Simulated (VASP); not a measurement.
Runs of VASP 6.6.1 on W. The structure is that of space group Fm-3m (No. 225), or close to it. The cells are those of the table. 

```csv
cell,gap on the mesh (eV),pressure (GPa)
"a = 2.880 Å, angles 60.0°, 1 atom",none,-14.8
"a = 2.936 Å, angles 60.0°, 1 atom",none,-26.9
"a = 2.852 Å, angles 60.0°, 1 atom",none,-7.1
"a = 2.822 Å, angles 60.0°, 1 atom",none,(b)
"a = 2.909 Å, angles 60.0°, 1 atom",none,(a)
```

Alike in all rows: task single point; level PBEsol; potentials or basis VASP PAW PBE potentials, release 64 (W_sv); no spin polarisation; k mesh 12 × 12 × 12; cutoff (eV) 520; smearing fermi-dirac 0.1 eV.

**Question.** Fill in the values left out.

**Answer.** (a) -21.3; (b) 1.9.

Caveats: the PAW data sets were made with another functional, which shifts forces and pressure a little; spin-orbit coupling is left out, which moves the levels of the heavy elements.

A k mesh can miss the band edges, and the runs leave out spin-orbit coupling on W.

A gap of «none» marks levels without a gap at the run's occupations.
